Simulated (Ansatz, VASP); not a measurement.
## Two plane-wave programs on CdS

The input INCAR:

```
PREC = Accurate ; ENCUT = 600
EDIFF = 1E-7 ; ISMEAR = -1
SIGMA = 0.1 ; LREAL = False
LASPH = True ; NELM = 100
ALGO = Normal ; ISIF = 3
LWAVE = False ; LCHARG = False
GGA = PE ; IBRION = 2
NSW = 60 ; EDIFFG = -0.005
```

KPOINTS

```
Automatic mesh
0
Gamma
  10 10 5
```

File POSCAR:

```
CdS
1.0
    4.1242730115      0.0000000000      0.0000000000
   -2.0621365058      3.5717252001      0.0000000000
    0.0000000000      0.0000000000      6.7225650087
Cd S
2 2
Direct
    0.3333333333      0.6666666667      0.0000000000
    0.6666666667      0.3333333333      0.5000000000
    0.3333333333      0.6666666667      0.3760000000
    0.6666666667      0.3333333333      0.8760000000
```

Input for Ansatz:

```yaml
crystal:
  lattice:
    - [4.1242730115, 0.0, 0.0]
    - [-2.0621365058, 3.5717252001, 0.0]
    - [0.0, 0.0, 6.7225650087]
  atoms:
    - { symbol: Cd, position: [0.3333333333, 0.6666666667, 0.0] }
    - { symbol: Cd, position: [0.6666666667, 0.3333333333, 0.5] }
    - { symbol: S, position: [0.3333333333, 0.6666666667, 0.376] }
    - { symbol: S, position: [0.6666666667, 0.3333333333, 0.876] }
kpoints:
  mp_grid: { grid: [10, 10, 5] }
scf:
  occupations: { method: fermi_dirac, width: 0.1 }
hamiltonian:
  xc: pbe
  pseudopotentials: { kind: paw }
output:
  forces: true
  stress: true
relax:
  f_tol: 0.005
  max_steps: 40
  cell: {}
```

Alike in both runs: task relaxation of cell and atoms; functional PBE; k mesh 10 × 10 × 5; occupations fermi-dirac, width 0.1 eV; no spin polarisation.

|  | VASP | Ansatz |
| --- | --- | --- |
| version | VASP 6.6.1 | Ansatz 0.2.0 |
| potentials or method | VASP PAW PBE potentials, release 64 (Cd, S) | PAW with Ansatz's default frozen-core files, scalar-relativistic |
| plane-wave cutoff (eV) | 600 | 420 |
| valence electrons in the cell | 36 | 52 |

```tsv
	VASP	Ansatz	Ansatz less VASP
relaxed volume (Å³/atom)	26.16	26.04	-0.122
relaxed length of the cell vector where the two differ most in proportion (Å)	6.846	6.831	-0.0149
```

VASP's potentials hold 36 valence electrons a cell and Ansatz's 52, so a difference there can come from the potentials and not from the codes.
